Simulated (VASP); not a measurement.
## Pt: single point with BLYP

The system is Pt.

```
CELL_PARAMETERS angstrom
2.76376 0.00000 0.00000
-1.38188 2.39349 0.00000
0.00000 0.00000 9.29830
ATOMIC_POSITIONS crystal
Pt 0.00000 0.00000 0.00000
Pt 0.00000 0.00000 0.50000
Pt 0.33333 0.66667 0.25000
Pt 0.66667 0.33333 0.75000
```

This isn't the form of Pt at room conditions, which is fcc.

* Program: VASP 6.6.1
* Task: single point
* Functional: BLYP
* Potentials or basis: VASP PAW PBE potentials, release 64 (Pt_sv_GW)
* Cutoff: 570 eV
* k mesh: 14 × 14 × 4
* Occupations: fermi-dirac, width 0.1 eV
* Spin: no spin polarisation

- Pressure: 20.2 GPa
- Band gap on the k mesh: zero (bands 36 and 37 overlap by 1.37 eV)

Stress tensor (GPa, compression positive):
```
20.71  0.00  0.00
 0.00 20.71  0.00
 0.00  0.00 19.13
```

Levels at points of the mesh, in eV from the Fermi level:
```tsv
k point	band 33	band 34	band 35	band 36	band 37	band 38	band 39	band 40
(0.00, 0.00, 0.00)	-1.91	-1.31	-1.31	-0.90	-0.90	-0.30	-0.14	-0.14
(0.50, 0.00, 0.00)	0.26	0.33	0.35	0.40	0.49	1.32	3.22	3.50
(0.00, 0.00, 0.50)	-1.65	-1.65	-1.65	-1.65	-0.46	-0.46	-0.46	-0.46
(0.50, 0.00, 0.50)	0.19	0.19	0.38	0.38	2.10	2.10	3.13	3.13
```

Wall time 3.3 min on 1 thread of Intel(R) Xeon(R) Platinum 8488C (Sapphire Rapids), with other jobs on the host, peak memory 0.3 GiB.

Caveat: the cell stands under pressure; the PAW data sets were made with another functional, which shifts forces and pressure a little; spin-orbit coupling is left out, which moves the levels of the heavy elements.
